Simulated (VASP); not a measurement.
# SiC in VASP: notebook

Runs on SiC. Level: PBEsol. Tasks: single point.

All numbers are computed with VASP 6.6.1; they aren't measurements. Logs are shortened: lines on timing, memory, paths and dates and some standing lists are left out, and cuts for length are marked.

## Step 1: The cell of the first run

The structure is tetragonal, space group I-4m2 (No. 119). The conventional cell has a = 3.065 Å, b = 3.065 Å, c = 4.372 Å, α = 90.00°, β = 90.00°, γ = 90.00°. Si (site symmetry -4m2) has 4 C at 1.88 Å within 2.5 Å. Within 2.5 Å of C (site symmetry -4m2) lie 4 Si at 1.88 Å.

## Step 2: Single point, PBEsol (film at in-plane strain -0.005)

The input, INCAR:

```
PREC     = Accurate       # precision mode
ENCUT    = 520            # plane-wave cutoff, eV
EDIFF    = 1E-6           # SCF threshold, eV
ISMEAR   = 0              # smearing method
SIGMA    = 0.01           # smearing width, eV
LREAL    = F              # projectors in reciprocal space
LASPH    = T              # aspherical terms in the spheres
NELM     = 100            # most SCF steps
ALGO     = Normal         # electronic algorithm
ISIF     = 2              # what is computed and relaxed
LWAVE    = F              # write WAVECAR
LCHARG   = F              # write CHGCAR
GGA      = PS             # functional
NBANDS   = 11             # bands
```

The input, KPOINTS:

```
regular mesh
0
Gamma
  10 10 10
```

The input, POSCAR:

```
SiC
1.0
    2.1675225826      2.1675225826      0.0000000000
   -2.1675225826      2.1675225826      0.0000000000
    0.0000000000      2.1675225826      2.1860353496
Si C
1 1
Direct
    0.0000000000      0.0000000000      0.0000000000
    0.7500000000      0.2500000000      0.5000000000
```

Potentials or basis: VASP PAW PBE potentials, release 64 (Si, C).

On the command line:

```console
$ cat potpaw_PBE.64/Si/POTCAR potpaw_PBE.64/C/POTCAR > POTCAR
$ mpirun -np 1 vasp_std > vasp.out
```

OUTCAR:

```text
PREC = Accurate
   ENCUT = 520
   EDIFF = 1E-6
   ISMEAR = 0
   LREAL = F
   LASPH = T
   NELM = 100
   ISIF = 2
   GGA = PS

 ion  position               nearest neighbor table
   1  0.000  0.000  0.000-   2 1.88   2 1.88   2 1.88   2 1.88
   2  0.750  0.250  0.500-   1 1.88   1 1.88   1 1.88   1 1.88

  LATTYP: Found a body centered tetragonal cell.
 ALAT       =     3.0653398331
 C/A-ratio  =     1.4262923321

  Lattice vectors:

 A1 = (   2.1675225826,   0.0000000000,  -2.1860353496)
 A2 = (  -2.1675225826,   0.0000000000,  -2.1860353496)
 A3 = (   0.0000000000,   2.1675225826,   2.1860353496)

Analysis of symmetry for initial positions (statically):
=====================================================================
 Subroutine PRICEL returns:
 Original cell was already a primitive cell.

 Routine SETGRP: Setting up the symmetry group for a
 body centered tetragonal supercell.

 Subroutine GETGRP returns: Found  8 space group operations
 (whereof  8 operations were pure point group operations)
 out of a pool of 16 trial point group operations.

The static configuration has the point symmetry D_2d.

Analysis of symmetry for dynamics (positions and initial velocities):
=====================================================================
 Subroutine PRICEL returns:
 Original cell was already a primitive cell.

 Routine SETGRP: Setting up the symmetry group for a
 body centered tetragonal supercell.

 Subroutine GETGRP returns: Found  8 space group operations
 (whereof  8 operations were pure point group operations)
 out of a pool of 16 trial point group operations.

The dynamic configuration has the point symmetry D_2d.

 Subroutine INISYM returns: Found  8 space group operations
 (whereof  8 operations are pure point group operations),
 and found     1 'primitive' translations

----------------------------------------------------------------------------------------

                                     Primitive cell

  volume of cell :      20.5407

  direct lattice vectors                    reciprocal lattice vectors
     2.167522583  2.167522583  0.000000000     0.230678104  0.230678104 -0.228724572
    -2.167522583  2.167522583  0.000000000    -0.230678104  0.230678104 -0.228724572
     0.000000000  2.167522583  2.186035350     0.000000000  0.000000000  0.457449144

  length of vectors
     3.065339833  3.065339833  3.078458169     0.398421517  0.398421517  0.457449144

  position of ions in fractional coordinates (direct lattice)
     0.000000000  0.000000000  0.000000000
     0.750000000  0.250000000  0.500000000

  ion indices of the primitive-cell ions
   primitive index   ion index
                 1           1
                 2           2

----------------------------------------------------------------------------------------

 KPOINTS: regular mesh

Automatic generation of k-mesh.
 Grid dimensions read from file:
 generate k-points for:   10   10   10

 Generating k-lattice:

  Cartesian coordinates                     Fractional coordinates (reciprocal lattice)
     0.023067810  0.023067810 -0.022872457     0.100000000  0.000000000  0.000000000
    -0.023067810  0.023067810 -0.022872457     0.000000000  0.100000000  0.000000000
     0.000000000  0.000000000  0.045744914     0.000000000  0.000000000  0.100000000

  Length of vectors
     0.039842152  0.039842152  0.045744914

  Shift w.r.t. Gamma in fractional coordinates (k-lattice)
     0.000000000  0.000000000  0.000000000

 Subroutine IBZKPT returns following result:
 ===========================================

 Found    102 irreducible k-points:

 Following reciprocal coordinates:
            Coordinates               Weight
  0.000000  0.000000  0.000000      1.000000
  0.100000  0.000000 -0.000000      8.000000
  0.200000  0.000000 -0.000000      8.000000
  0.300000  0.000000  0.000000      8.000000
  0.400000  0.000000 -0.000000      8.000000
  0.500000  0.000000 -0.000000      4.000000
[... 16 lines left out ...]
  0.300000  0.300000  0.000000      8.000000
  0.400000  0.300000  0.000000     16.000000
 [... further k-points ...]
   k-points           NKPTS =    102   k-points in BZ     NKDIM =    102   number of bands    NBANDS=     11
   number of dos      NEDOS =    301   number of ions     NIONS =      2
   total plane-waves  NPLWV =  13824
   dimension x,y,z NGX =    24 NGY =   24 NGZ =   24
   dimension x,y,z NGXF=    48 NGYF=   48 NGZF=   48
   ions per type =               1   1
   NGX,Y,Z   is equivalent  to a cutoff of  13.02, 13.02, 12.96 a.u.
   NGXF,Y,Z  is equivalent  to a cutoff of  26.03, 26.03, 25.92 a.u.
 SYSTEM =  unknown system
   PREC   = accura    normal or accurate (medium, high low for compatibility)
   ISTART =      0    job   : 0-new  1-cont  2-samecut
   ICHARG =      2    charge: 1-file 2-atom 10-const
   ISPIN  =      1    spin polarized calculation?
   LNONCOLLINEAR =      F non collinear calculations
   LSORBIT =      F    spin-orbit coupling
   LASPH  =      T    aspherical Exc in radial PAW
   ENCUT  =  520.0 eV  38.22 Ry    6.18 a.u.   5.70  5.70  5.72*2*pi/ulx,y,z
   NELM   =    100;   NELMIN=  2; NELMDL= -5     # of ELM steps
   EDIFF  = 0.1E-05   stopping-criterion for ELM
   LREAL  =      F    real-space projection
   EDIFFG = 0.1E-04   stopping-criterion for IOM
   NSW    =      0    number of steps for IOM
   IBRION =     -1    ionic relax: 0-MD 1-quasi-New 2-CG
   NFREE  =      0    steps in history (QN), initial steepest desc. (CG)
   ISIF   =      2    stress and relaxation
   ISYM   =      2    0-nonsym 1-usesym 2-fastsym
   POTIM  = 0.5000    time-step for ionic-motion
   TEBEG  =    0.0;   TEEND  =   0.0 temperature during run
   PSTRESS=    0.0 pullay stress
   NELECT =       8.0000    total number of electrons
   NUPDOWN=      -1.0000    fix difference up-down
   EMIN   =  10.00;   EMAX   =-10.00  energy-range for DOS
   EFERMI =   0.00;   METHOD = LEGACY
   ISMEAR =     0;   SIGMA  =   0.01  broadening in eV -4-tet -1-fermi 0-gaus
   EFERMI_NEDOS =   21; number of points for ismear=-14 and -15
   IALGO  =     38    algorithm
   IMIX   =      4    mixing-type and parameters
     AMIX     =   0.40;   BMIX     =  1.00
     AMIX_MAG =   1.60;   BMIX_MAG =  1.00
  volume/ion in A,a.u.               =      10.27        69.31
  Fermi-wavevector in a.u.,A,eV,Ry     =   1.195547  2.259256 19.447253  1.429333
  Thomas-Fermi vector in A             =   2.331510
   LORBIT       =      0    0 simple, 1 ext, 2 COOP (PROOUT), +10 PAW based schemes
   GGA     = PS    functional components
   LHFCALC =     F    Hartree Fock is set to
   AEXX    =    0.0000 exact exchange contribution
   IVDW    =     0    specifies the selected vdW correction
   LEPSILON=     F    determine dielectric tensor
   LRPA    =     F    only Hartree local field effects (RPA)
 non-spin polarized calculation
 Gauss-broadening in eV      SIGMA  =   0.01
  energy-cutoff  :      520.00
  volume of cell :       20.54
 maximum number of plane-waves:       568
   NGX = 11   NGY = 11   NGZ = 11

 number of electron       8.0000001 magnetization

 Free energy of the ion-electron system (eV)
  ---------------------------------------------------
  ext. energy  EPLUGINS =         0.00000000
  ---------------------------------------------------
  free energy    TOTEN  =       -15.91321851 eV

  energy without entropy =      -15.91321851  energy(sigma->0) =      -15.91321851

 E-fermi :   8.3037     XC(G=0): -11.5366

 val. band max:        8.1590124231   @ k =   0.0000   0.0000   0.0000
 cond. band min:       9.3408622046   @ k =   0.5000   0.5000  -0.0000
 fundamental gap:      1.1818497815
 Fermi energy:         8.3037136417

 k-point     1 :       0.0000    0.0000    0.0000
  band No.  band energies     occupation
      1      -7.3428      2.00000
      2       8.1005      2.00000
      3       8.1590      2.00000
      4       8.1590      2.00000
      5      14.4114      0.00000
      6      15.4256      0.00000
      7      15.4256      0.00000
      8      15.4469      0.00000
      9      22.5044      0.00000
     10      22.7697      0.00000
     11      24.5157      0.00000

 k-point     2 :       0.1000    0.0000   -0.0000
  band No.  band energies     occupation
      1      -7.1454      2.00000
      2       7.1228      2.00000
      3       7.9816      2.00000
      4       8.0280      2.00000
      5      14.6511      0.00000
      6      15.6671      0.00000
      7      15.6747      0.00000
      8      15.7378      0.00000
      9      21.5484      0.00000
     10      21.7610      0.00000
     11      24.2762      0.00000

 k-point     3 :       0.2000    0.0000   -0.0000
  band No.  band energies     occupation
      1      -6.5619      2.00000
      2       4.9860      2.00000
      3       7.6627      2.00000
      4       7.7279      2.00000
      5      14.3421      0.00000
      6      16.0125      0.00000
      7      16.0529      0.00000
      8      16.9274      0.00000
      9      20.9261      0.00000
     10      21.0338      0.00000
     11      23.3927      0.00000

 k-point     4 :       0.3000    0.0000    0.0000
  band No.  band energies     occupation
      1      -5.6264      2.00000
      2       2.6510      2.00000
      3       7.3351      2.00000
      4       7.4201      2.00000
      5      13.9315      0.00000
      6      15.8261      0.00000
      7      15.9266      0.00000
      8      17.8609      0.00000
      9      21.8128      0.00000
     10      21.8215      0.00000
     11      23.1528      0.00000
[... 239 lines left out ...]
 k-point    22 :      -0.2000    0.2000    0.0000
  band No.  band energies     occupation
      1      -6.2951      2.00000
      2       5.7753      2.00000
      3       6.6369      2.00000
      4       6.6715      2.00000
      5      13.0398      0.00000
      6      15.1706      0.00000
      7      17.6998      0.00000
      8      17.8637      0.00000
      9      19.0180      0.00000
     10      23.7483      0.00000
     11      27.2719      0.00000

 k-point    23 :       0.3000    0.3000    0.0000
  band No.  band energies     occupation
      1      -3.2176      2.00000
      2       1.3727      2.00000
      3       2.8250      2.00000
      4       6.3039      2.00000
      5      12.4744      0.00000
      6      17.4630      0.00000
      7      18.1108      0.00000
      8      19.0132      0.00000
      9      21.5931      0.00000
     10      21.8568      0.00000
     11      29.1465      0.00000

 k-point    24 :       0.4000    0.3000    0.0000
  band No.  band energies     occupation
      1      -2.5504      2.00000
      2       0.7445      2.00000
      3       2.8496      2.00000
      4       5.7738      2.00000
      5      11.6247      0.00000
      6      16.7609      0.00000
      7      18.9784      0.00000
      8      19.6075      0.00000
      9      21.3676      0.00000
     10      23.6037      0.00000
     11      29.5814      0.00000

 [... further k-points ...]

------------------------ aborting loop because EDIFF is reached ----------------------------------------

  FORCE on cell =-STRESS in cart. coord.  units (eV):
  Direction    XX          YY          ZZ          XY          YZ          ZX
  --------------------------------------------------------------------------------------
  -------------------------------------------------------------------------------------
  Total        0.3267846      0.3267846      0.0464299      0.0000000      0.0000000      0.0000000
  in kB       25.4892925     25.4892925      3.6215476      0.0000000      0.0000000      0.0000000
  external PRESSURE =      18.2000442 kB  Pullay stress =       0.0000000 kB

 VOLUME and BASIS-vectors are now :
 -----------------------------------------------------------------------------
  energy-cutoff  :      520.00
  volume of cell :       20.54
      direct lattice vectors                 reciprocal lattice vectors
     2.167522583  2.167522583  0.000000000     0.230678104  0.230678104 -0.228724572
    -2.167522583  2.167522583  0.000000000    -0.230678104  0.230678104 -0.228724572
     0.000000000  2.167522583  2.186035350     0.000000000  0.000000000  0.457449144

 POSITION                                       TOTAL-FORCE (eV/Angst)
 -----------------------------------------------------------------------------------
      0.00000      0.00000      0.00000         0.000000     -0.000000      0.000000
      1.08376      3.25128      1.09302        -0.000000      0.000000      0.000000
 -----------------------------------------------------------------------------------
    total drift:                                0.000000      0.000000     -0.000000

  FREE ENERGIE OF THE ION-ELECTRON SYSTEM (eV)
  ---------------------------------------------------
  free  energy   TOTEN  =       -15.9132185104 eV

  energy  without entropy=      -15.9132185104  energy(sigma->0) =      -15.91321851
```

Wall time 26 s (1 thread of Intel Xeon 8259CL, shared host); peak memory 0.14 GiB.

Results:

* Free energy: -15.9132 eV
* Pressure: 1.8 GPa
* Band gap on the k mesh: 1.18 eV, indirect (least direct gap 4.44 eV)

Stress tensor (GPa, compression positive):
```
2.55 0.00 0.00
0.00 2.55 0.00
0.00 0.00 0.36
```

Caveat: the cell differs from its parent crystal (film at in-plane strain -0.005); the PAW data sets were made with another functional, which shifts forces and pressure a little.

## Step 3: Single point, PBEsol

This run uses another cell than the first one, of 10.34 Å³/atom, 1.007 times its volume.

The input, INCAR:

```
SYSTEM = SiC
PREC     = Accurate       ! precision mode
ENCUT    = 520            ! plane-wave cutoff, eV
EDIFF    = 1E-6           ! SCF threshold, eV
ISMEAR   = -1             ! smearing method
SIGMA    = 0.1            ! smearing width, eV
LREAL    = .FALSE.        ! projectors in reciprocal space
LASPH    = .TRUE.         ! aspherical terms in the spheres
NELM     = 100            ! most SCF steps
ALGO     = Normal         ! electronic algorithm
ISIF     = 2              ! what is computed and relaxed
LWAVE    = .FALSE.        ! write WAVECAR
LCHARG   = .TRUE.         ! write CHGCAR
GGA      = PS             ! functional
LELF     = .TRUE.         ! ELF
LVHAR    = .TRUE.       
NBANDS   = 11             ! bands
```

The input, KPOINTS:

```
Automatic mesh
0
G
  14 14 14
  0 0 0
```

The input, POSCAR:

```
SiC
1.0
    2.1784146559      2.1784146559      0.0000000000
   -2.1784146559      2.1784146559      0.0000000000
    0.0000000000      2.1784146559      2.1784146559
Si C
1 1
Direct
    0.0000000000      0.0000000000      0.0000000000
    0.7500000000      0.2500000000      0.5000000000
```

Potentials or basis: VASP PAW PBE potentials, release 64 (Si, C).

On the command line:

```console
$ cat potpaw_PBE.64/Si/POTCAR potpaw_PBE.64/C/POTCAR > POTCAR
$ mpirun -np 1 vasp_std > vasp.out
```

Wall time 28 s (1 thread of Intel Xeon 8259CL, shared host); peak memory 0.15 GiB.

It converged, with:

```yaml
Free_energy: -15.9151 eV
Pressure: 0.4 GPa
Band_gap_on_the_k_mesh: 1.23 eV, indirect (least direct gap 4.44 eV)
```

Levels at points of the mesh, in eV from the valence-band top:
```tsv
k point	band 2	band 3	band 4	band 5	band 6	band 7
(0.00, 0.00, 0.00)	0.00	0.00	0.00	6.20	7.25	7.25
(0.50, 0.00, 0.00)	-8.60	-1.06	-1.06	5.38	7.14	7.14
(0.50, 0.50, 0.00)	-7.84	-3.21	-3.21	1.23	4.20	13.96
```

Caveat: the PAW data sets were made with another functional, which shifts forces and pressure a little.

(Continued in part 2 of 2.)
